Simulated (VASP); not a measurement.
A run of VASP 6.6.1:

Contents of INCAR:

```
  PREC = Accurate
  ENCUT = 600
  EDIFF = 1E-6
  ISMEAR = -1
  SIGMA = 0.02
  LREAL = F
  LASPH = T
  NELM = 60
  ALGO = Normal
  ISIF = 3
  LWAVE = F
  LCHARG = F
  GGA = CA
  IBRION = 2
  NSW = 80
  EDIFFG = -0.005
```

KPOINTS

```
Automatic mesh
0
Gamma
  12 12 2
```

POSCAR

```
Si
1.0
    3.8589853015      0.0000000000      0.0000000000
   -1.9294926508      3.3419793039      0.0000000000
    0.0000000000      0.0000000000     12.6760053964
Si
8
Direct
    0.0000000000      0.0000000000      0.0005003176
    0.3333333333      0.6666666667      0.2496538929
    0.0000000000      0.0000000000      0.5005003176
    0.6666666667      0.3333333333      0.7496538929
    0.0000000000      0.0000000000      0.1869996824
    0.3333333333      0.6666666667      0.4378461071
    0.0000000000      0.0000000000      0.6869996824
    0.6666666667      0.3333333333      0.9378461071
```

Potentials or basis: VASP PAW LDA potentials, release 64 (Si).

Launch:

```console
$ cat potpaw_LDA.64/Si/POTCAR > POTCAR
$ mpirun -np 1 vasp_std > vasp.out
```

Hardware: 1 thread of Oxide Virtual Turin-like Processor, on a shared host.

**Question.** How long does it take, and how much memory?

**Answer.** Run time: 13 min on 1 thread of Oxide Virtual Turin-like Processor, with other jobs on the host, peak memory 0.27 GiB. Counts: scf iterations 36, k points 38, ion steps 6.
